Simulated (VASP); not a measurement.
# Al12C in VASP: relaxation of the atoms with LDA

Aim: the relaxation of the atoms of Al12C with LDA.

Everything below comes from runs of VASP 6.6.1. Logs are shortened: lines on timing, memory, paths and dates and some standing lists are left out, and cuts for length are marked.

**1. The cell of the first run**

The cell holds a slab with vacuum, 13 atoms: a = 5.634 Å, b = 5.634 Å, c = 19.604 Å, α = 90.00°, β = 90.00°, γ = 90.00°.

**2. Relaxation of the atoms, LDA**

INCAR

```
SYSTEM = Al12C
ALGO     = Fast           ! electronic algorithm
DIPOL    = 0.5 0.5 0.323
EDIFF    = 1E-7           ! SCF threshold, eV
EDIFFG   = -0.025         ! ionic threshold
ENCUT    = 520            ! plane-wave cutoff, eV
IBRION   = 2              ! ionic algorithm
IDIPOL   = 3            
ISIF     = 2              ! what is computed and relaxed
ISMEAR   = 0              ! smearing method
KPAR     = 4            
LASPH    = .TRUE.         ! aspherical terms in the spheres
LCHARG   = .FALSE.        ! write CHGCAR
LDIPOL   = .TRUE.       
LREAL    = .FALSE.        ! projectors in reciprocal space
LWAVE    = .FALSE.        ! write WAVECAR
NELM     = 100            ! most SCF steps
NSW      = 36             ! ionic steps
PREC     = Accurate       ! precision mode
SIGMA    = 0.1            ! smearing width, eV
```

KPOINTS

```
k-points
0
G
  5 5 1
  0 0 0
```

POSCAR

```
Al12C
1.0
    5.6336864727      0.0000000000      0.0000000000
    0.0000000000      5.6336864727      0.0000000000
    0.0000000000      0.0000000000     19.6042970528
Al C
12 1
Selective dynamics
Direct
    0.2500000000      0.2500000000      0.2040369001  F F F
    0.2500000000      0.7500000000      0.2040369001  F F F
    0.7500000000      0.2500000000      0.2040369001  F F F
    0.7500000000      0.7500000000      0.2040369001  F F F
    0.0000000000      0.0000000000      0.3086956402  F F F
    0.0000000000      0.5000000000      0.3086956402  F F F
    0.5000000000      0.0000000000      0.3086956402  F F F
    0.5000000000      0.5000000000      0.3086956402  F F F
    0.2500000000      0.2500000000      0.4133939121  F F F
    0.2500000000      0.7500000000      0.4133939121  F F F
    0.7500000000      0.2500000000      0.4133939121  F F F
    0.7500000000      0.7500000000      0.4133939121  F F F
    0.3333333333      0.4166666667      0.4906502938  F F T
```

Potentials or basis: VASP PAW LDA potentials, release 64 (Al, C).

On the command line:

```bash
$ cat potpaw_LDA.64/Al/POTCAR potpaw_LDA.64/C/POTCAR > POTCAR
$ mpirun -np 4 vasp_std > vasp.out
```

OUTCAR:

```text
SYSTEM = Al12C
   EDIFF = 1E-7
   EDIFFG = -0.025
   ENCUT = 520
   IBRION = 2
   ISIF = 2
   ISMEAR = 0
   LASPH = .TRUE.
   LREAL = .FALSE.
   NELM = 100
   NSW = 36
   PREC = Accurate

 ion  position               nearest neighbor table
   1  0.250  0.250  0.204-   2 2.82   3 2.82   2 2.82   3 2.82   7 2.86   8 2.86   5 2.86   6 2.86

   2  0.250  0.750  0.204-   1 2.82   4 2.82   1 2.82   4 2.82   7 2.86   8 2.86   5 2.86   6 2.86

   3  0.750  0.250  0.204-   1 2.82   4 2.82   4 2.82   1 2.82   7 2.86   8 2.86   5 2.86   6 2.86
[... 4 lines left out ...]
                            11 2.86  12 2.86   9 2.86  10 2.86
   6  0.000  0.500  0.309-   5 2.82   8 2.82   5 2.82   8 2.82   1 2.86   2 2.86   3 2.86   4 2.86
                            11 2.86  12 2.86   9 2.86  10 2.86
   7  0.500  0.000  0.309-   5 2.82   8 2.82   8 2.82   5 2.82   1 2.86   2 2.86   3 2.86   4 2.86
                            11 2.86  12 2.86   9 2.86  10 2.86
   8  0.500  0.500  0.309-   6 2.82   7 2.82   7 2.82   6 2.82   1 2.86   2 2.86   3 2.86   4 2.86
                            11 2.86  12 2.86   9 2.86  10 2.86
   9  0.250  0.250  0.413-  13 1.84  11 2.82  10 2.82  10 2.82  11 2.82   6 2.86   7 2.86   8 2.86
                             5 2.86
  10  0.250  0.750  0.413-  13 2.46  12 2.82   9 2.82   9 2.82  12 2.82   6 2.86   7 2.86   8 2.86
                             5 2.86
  11  0.750  0.250  0.413-   9 2.82  12 2.82  12 2.82   9 2.82   5 2.86   6 2.86   7 2.86   8 2.86

  12  0.750  0.750  0.413-  10 2.82  11 2.82  11 2.82  10 2.82   5 2.86   6 2.86   7 2.86   8 2.86

  13  0.333  0.417  0.491-   9 1.84  10 2.46

  LATTYP: Found a simple tetragonal cell.
 ALAT       =     5.6336864727
 C/A-ratio  =     3.4798345893

  Lattice vectors:

 A1 = (   5.6336864727,   0.0000000000,   0.0000000000)
 A2 = (   0.0000000000,   5.6336864727,   0.0000000000)
 A3 = (   0.0000000000,   0.0000000000,  19.6042970528)

Analysis of symmetry for initial positions (statically):
=====================================================================
 Subroutine PRICEL returns:
 Original cell was already a primitive cell.

 Routine SETGRP: Setting up the symmetry group for a
 simple tetragonal supercell.

 Subroutine GETGRP returns: Found  1 space group operations
 (whereof  1 operations were pure point group operations)
 out of a pool of 16 trial point group operations.

The static configuration has the point symmetry C_1 .

Analysis of symmetry for dynamics (positions and initial velocities):
=====================================================================
 Subroutine PRICEL returns:
 Original cell was already a primitive cell.

 Routine SETGRP: Setting up the symmetry group for a
 simple tetragonal supercell.

 Subroutine GETGRP returns: Found  1 space group operations
 (whereof  1 operations were pure point group operations)
 out of a pool of 16 trial point group operations.

The dynamic configuration has the point symmetry C_1 .

Analysis of constrained symmetry for selective dynamics:
=====================================================================
 Subroutine PRICEL returns:
 Original cell was already a primitive cell.

 Routine SETGRP: Setting up the symmetry group for a
 simple tetragonal supercell.

 Subroutine GETGRP returns: Found  1 space group operations
 (whereof  1 operations were pure point group operations)
 out of a pool of 16 trial point group operations.

The constrained configuration has the point symmetry C_1 .

 Subroutine INISYM returns: Found  1 space group operations
 (whereof  1 operations are pure point group operations),
 and found     1 'primitive' translations

----------------------------------------------------------------------------------------

                                     Primitive cell

  volume of cell :     622.2095

  direct lattice vectors                    reciprocal lattice vectors
     5.633686473  0.000000000  0.000000000     0.177503666  0.000000000  0.000000000
     0.000000000  5.633686473  0.000000000     0.000000000  0.177503666  0.000000000
     0.000000000  0.000000000 19.604297053     0.000000000  0.000000000  0.051009225

  length of vectors
     5.633686473  5.633686473 19.604297053     0.177503666  0.177503666  0.051009225

  position of ions in fractional coordinates (direct lattice)
     0.250000000  0.250000000  0.204036900
     0.250000000  0.750000000  0.204036900
     0.750000000  0.250000000  0.204036900
     0.750000000  0.750000000  0.204036900
     0.000000000  0.000000000  0.308695640
     0.000000000  0.500000000  0.308695640
     0.500000000  0.000000000  0.308695640
     0.500000000  0.500000000  0.308695640
     0.250000000  0.250000000  0.413393912
     0.250000000  0.750000000  0.413393912
     0.750000000  0.250000000  0.413393912
     0.750000000  0.750000000  0.413393912
     0.333333333  0.416666667  0.490650294

  ion indices of the primitive-cell ions
   primitive index   ion index
                 1           1
                 2           2
                 3           3
                 4           4
                 5           5
                 6           6
                 7           7
                 8           8
                 9           9
                10          10
                11          11
                12          12
                13          13

----------------------------------------------------------------------------------------

 KPOINTS: k-points

Automatic generation of k-mesh.
 Grid dimensions read from file:
 generate k-points for:    5    5    1

 Generating k-lattice:

  Cartesian coordinates                     Fractional coordinates (reciprocal lattice)
     0.035500733  0.000000000  0.000000000     0.200000000  0.000000000  0.000000000
     0.000000000  0.035500733  0.000000000     0.000000000  0.200000000  0.000000000
     0.000000000  0.000000000  0.051009225     0.000000000  0.000000000  1.000000000

  Length of vectors
     0.035500733  0.035500733  0.051009225

  Shift w.r.t. Gamma in fractional coordinates (k-lattice)
     0.000000000  0.000000000  0.000000000

 Subroutine IBZKPT returns following result:
 ===========================================

 Found     13 irreducible k-points:

 Following reciprocal coordinates:
            Coordinates               Weight
  0.000000  0.000000  0.000000      1.000000
  0.200000  0.000000  0.000000      2.000000
  0.000000  0.200000  0.000000      2.000000
  0.400000  0.000000  0.000000      2.000000
  0.000000  0.400000  0.000000      2.000000
  0.200000  0.200000  0.000000      2.000000
 -0.200000  0.200000  0.000000      2.000000
  0.400000  0.200000  0.000000      2.000000
 -0.200000  0.400000  0.000000      2.000000
 -0.400000  0.200000  0.000000      2.000000
  0.200000  0.400000  0.000000      2.000000
  0.400000  0.400000  0.000000      2.000000
 -0.400000  0.400000  0.000000      2.000000
   k-points           NKPTS =     13   k-points in BZ     NKDIM =     13   number of bands    NBANDS=     27
   number of dos      NEDOS =    301   number of ions     NIONS =     13
   total plane-waves  NPLWV = 264600
   dimension x,y,z NGX =    42 NGY =   42 NGZ =  150
   dimension x,y,z NGXF=    84 NGYF=   84 NGZF=  300
   ions per type =              12   1
   NGX,Y,Z   is equivalent  to a cutoff of  12.39, 12.39, 12.72 a.u.
   NGXF,Y,Z  is equivalent  to a cutoff of  24.79, 24.79, 25.44 a.u.
 SYSTEM =  Al12C
   PREC   = accura    normal or accurate (medium, high low for compatibility)
   ISTART =      0    job   : 0-new  1-cont  2-samecut
   ICHARG =      2    charge: 1-file 2-atom 10-const
   ISPIN  =      1    spin polarized calculation?
   LNONCOLLINEAR =      F non collinear calculations
   LSORBIT =      F    spin-orbit coupling
   LASPH  =      T    aspherical Exc in radial PAW
   ENCUT  =  520.0 eV  38.22 Ry    6.18 a.u.  10.47 10.47 36.45*2*pi/ulx,y,z
   NELM   =    100;   NELMIN=  2; NELMDL= -5     # of ELM steps
   EDIFF  = 0.1E-06   stopping-criterion for ELM
   LREAL  =      F    real-space projection
   EDIFFG = -.3E-01   stopping-criterion for IOM
   NSW    =     36    number of steps for IOM
   IBRION =      2    ionic relax: 0-MD 1-quasi-New 2-CG
   NFREE  =      1    steps in history (QN), initial steepest desc. (CG)
   ISIF   =      2    stress and relaxation
   ISYM   =      2    0-nonsym 1-usesym 2-fastsym
   POTIM  = 0.5000    time-step for ionic-motion
   TEBEG  =    0.0;   TEEND  =   0.0 temperature during run
   PSTRESS=    0.0 pullay stress
   NELECT =      40.0000    total number of electrons
   NUPDOWN=      -1.0000    fix difference up-down
   EMIN   =  10.00;   EMAX   =-10.00  energy-range for DOS
   EFERMI =   0.00;   METHOD = LEGACY
   ISMEAR =     0;   SIGMA  =   0.10  broadening in eV -4-tet -1-fermi 0-gaus
   EFERMI_NEDOS =   21; number of points for ismear=-14 and -15
   IALGO  =     68    algorithm
   IMIX   =      4    mixing-type and parameters
     AMIX     =   0.40;   BMIX     =  1.00
     AMIX_MAG =   1.60;   BMIX_MAG =  1.00
  volume/ion in A,a.u.               =      47.86       322.99
  Fermi-wavevector in a.u.,A,eV,Ry     =   0.655817  1.239314  5.851809  0.430096
  Thomas-Fermi vector in A             =   1.726813
   LORBIT       =      0    0 simple, 1 ext, 2 COOP (PROOUT), +10 PAW based schemes
   GGA     = CA    functional components
   LHFCALC =     F    Hartree Fock is set to
   AEXX    =    0.0000 exact exchange contribution
   IVDW    =     0    specifies the selected vdW correction
   LEPSILON=     F    determine dielectric tensor
   LRPA    =     F    only Hartree local field effects (RPA)
 conjugate gradient relaxation of ions
 non-spin polarized calculation
 RMM-DIIS sequential band-by-band and
 Gauss-broadening in eV      SIGMA  =   0.10
  energy-cutoff  :      520.00
  volume of cell :      622.21
 maximum number of plane-waves:     16799
 NGX is ok and might be reduce to    42
   NGX = 21   NGY = 21   NGZ = 73

--------------------------------------- Ionic step        1  -------------------------------------------

 number of electron      40.0000000 magnetization

 Free energy of the ion-electron system (eV)
  ---------------------------------------------------
  ext. energy  EPLUGINS =         0.00000000
  ---------------------------------------------------
  free energy    TOTEN  =       -51.58651098 eV

  energy without entropy =      -51.56399096  energy(sigma->0) =      -51.57525097

------------------------ aborting loop because EDIFF is reached ----------------------------------------

  FORCE on cell =-STRESS in cart. coord.  units (eV):
  Direction    XX          YY          ZZ          XY          YZ          ZX
  --------------------------------------------------------------------------------------
  -------------------------------------------------------------------------------------
  Total       -9.2610433     -9.6668239      0.1028928      0.9609165      2.7458298      1.3369475
  in kB      -23.8470066    -24.8918840      0.2649471      2.4743413      7.0704584      3.4426140
  external PRESSURE =     -16.1579812 kB  Pullay stress =       0.0000000 kB
[... 81 lines left out ...]
--------------------------------------- Ionic step        3  -------------------------------------------

 number of electron      40.0000000 magnetization

 dipolmoment           0.000000      0.000000      0.246432 electrons x Angstroem

 Free energy of the ion-electron system (eV)
  ---------------------------------------------------
  ext. energy  EPLUGINS =         0.00000000
  ---------------------------------------------------
  free energy    TOTEN  =       -51.58952345 eV

  energy without entropy =      -51.56672101  energy(sigma->0) =      -51.57812223

 E-fermi :  -0.9124     XC(G=0):  -4.4572

 val. band max:       -0.9427799314   @ k =   0.0000   0.0000   0.0000
 cond. band min:      -0.8390790102   @ k =   0.4000   0.4000   0.0000
 fundamental gap:      0.1037009212
 Fermi energy:        -0.9123975719

 k-point     1 :       0.0000    0.0000    0.0000
  band No.  band energies     occupation
      1     -11.4882      2.00000
      2     -10.3849      2.00000
      3      -8.5775      2.00000
      4      -6.8278      2.00000
      5      -6.7795      2.00000
      6      -6.6917      2.00000
[... 379 lines left out ...]
     26       0.7230      0.00000
     27       1.2825      0.00000

------------------------ aborting loop because EDIFF is reached ----------------------------------------

 vacuum level on the upper side and lower side of the slab       (xc-potential included)         0.588        -0.773

  FORCE on cell =-STRESS in cart. coord.  units (eV):
  Direction    XX          YY          ZZ          XY          YZ          ZX
  --------------------------------------------------------------------------------------
  -------------------------------------------------------------------------------------
  Total       -9.2133450     -9.5272578      0.5398152      1.0947733      3.0139615      1.4749073
  in kB      -23.7241846    -24.5325040      1.3900137      2.8190201      7.7608924      3.7978577
  external PRESSURE =     -15.6222250 kB  Pullay stress =       0.0000000 kB
[... 28 lines left out ...]
  FREE ENERGIE OF THE ION-ELECTRON SYSTEM (eV)
  ---------------------------------------------------
  free  energy   TOTEN  =       -51.5895234459 eV

  energy  without entropy=      -51.5667210109  energy(sigma->0) =      -51.57812223

 reached required accuracy - stopping structural energy minimisation

 vacuum level on the upper side and lower side of the slab         4.966         3.563
```

Run time: 4.7 min. Hardware: 4 MPI ranks of Oxide Virtual Turin-like, shared host; peak memory 0.55 GiB.

What came out:

* Free energy: -51.5895 eV
* Energy gained by relaxing: 0.2 meV/atom
* Ionic steps: 3
* Band gap on the k mesh: zero (bands 20 and 21 overlap by 0.79 eV)

Step by step:
| step | energy change (eV) | largest force on free atoms (eV/Å) | pressure (GPa) |
| --- | --- | --- | --- |
| 1 | 0.0000 | 0.2761 | -1.62 |
| 2 | -0.0026 | 0.1079 | -1.58 |
| 3 | -0.0030 | 0.0002 | -1.56 |

Final structure:
```
Al C
1.0
     5.63369    0.00000    0.00000
     0.00000    5.63369    0.00000
     0.00000    0.00000   19.60430
Al C
12 1
Direct
  0.25000 0.25000 0.20404
  0.25000 0.75000 0.20404
  0.75000 0.25000 0.20404
  0.75000 0.75000 0.20404
  0.00000 0.00000 0.30870
  0.00000 0.50000 0.30870
  0.50000 0.00000 0.30870
  0.50000 0.50000 0.30870
  0.25000 0.25000 0.41339
  0.25000 0.75000 0.41339
  0.75000 0.25000 0.41339
  0.75000 0.75000 0.41339
  0.33333 0.41667 0.48955
```

Levels at points of the mesh, in eV from the Fermi level:
| k point | band 16 | band 17 | band 18 | band 19 | band 20 | band 21 | band 22 | band 23 | band 24 | band 25 |
| --- | --- | --- | --- | --- | --- | --- | --- | --- | --- | --- |
| (0.00, 0.00, 0.00) | -1.43 | -1.12 | -0.79 | -0.68 | -0.41 | -0.34 | -0.07 | -0.03 | 0.40 | 1.04 |

The gap in the log of VASP goes by the Fermi energy; the results here count the filled bands.